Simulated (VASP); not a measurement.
Crystal: TePb.

```
Pb Te
1.0
     0.00000    3.23100    3.23100
     3.23100    0.00000    3.23100
     3.23100    3.23100    0.00000
Pb Te
1 1
Direct
  0.00000 0.00000 0.00000
  0.50000 0.50000 0.50000
```

* Program: VASP 6.6.1
* Task: relaxation of cell and atoms
* Functional: LDA
* Potentials or basis: VASP PAW LDA potentials, release 64 (Pb_d, Te)
* Cutoff: 600 eV
* k mesh: 7 × 7 × 7
* Occupations: gaussian, width 0.01 eV
* Spin: no spin polarisation

At the start: pressure -1.7 GPa; volume 33.73 Å³/atom.

Task: How do energy, volume and symmetry change on relaxing?

Result: Over 3 steps the energy falls by 6.4 meV/atom and the volume is 32.52 Å³/atom (-3.6 %); space group Fm-3m (No. 225, to 0.1 Å) before and after.

Step by step:
```csv
step,energy change (eV),largest force (eV/Å),pressure (GPa),volume (Å³)
1,0.0000,0.0000,-1.65,67.46
2,-0.0107,0.0000,0.72,64.12
3,-0.0128,0.0000,-0.01,65.05
```

Final structure:
```cif
data_structure
_symmetry_space_group_name_H-M 'P 1'
_symmetry_Int_Tables_number 1
_cell_length_a 4.5142
_cell_length_b 4.5142
_cell_length_c 4.5142
_cell_angle_alpha 60.000
_cell_angle_beta 60.000
_cell_angle_gamma 60.000
_cell_volume 65.05
loop_
_atom_site_label
_atom_site_type_symbol
_atom_site_fract_x
_atom_site_fract_y
_atom_site_fract_z
_atom_site_occupancy
Pb1 Pb 0.00000 0.00000 0.00000 1
Te1 Te 0.50000 0.50000 0.50000 1
```
